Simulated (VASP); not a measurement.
Here is a VASP 6.6.1 calculation.

The input INCAR:

```
  ALGO = Normal
  EDIFF = 1E-6
  ENCUT = 520
  GGA = PE
  ISIF = 2
  ISMEAR = 0
  LASPH = T
  LCHARG = T
  LELF = T
  LREAL = F
  LVHAR = T
  LWAVE = F
  NBANDS = 26
  NELM = 60
  PREC = Accurate
  SIGMA = 0.02
```

Contents of KPOINTS:

```
k-points
0
Gamma
  9 9 4
```

POSCAR

```
CdS
1.0
    4.0205685144      0.0000000000      0.0000000000
   -2.0102842572      3.4819144711      0.0000000000
    0.0000000000      0.0000000000      6.5469925735
Cd S
2 2
Direct
    0.3333333333      0.6666666667     -0.0006487973
    0.6666666667      0.3333333333      0.4993512027
    0.3333333333      0.6666666667      0.3756487973
    0.6666666667      0.3333333333      0.8756487973
```

Potentials or basis: VASP PAW PBE potentials, release 64 (Cd, S).

Command:

```bash
$ cat potpaw_PBE.64/Cd/POTCAR potpaw_PBE.64/S/POTCAR > POTCAR
$ mpirun -np 1 vasp_std > vasp.out
```

Q: What does it give for the pressure?

A: 9.6 GPa.

Q: What does it give for the largest force?

A: 0.008 eV/Å.

Q: Predict the band gap on the k mesh.

A: 1.41 eV, direct.

Forces on the atoms (eV/Å):
```
Cd   0.000  0.000  0.008
Cd   0.000  0.000  0.008
S    0.000  0.000 -0.008
S    0.000  0.000 -0.008
```
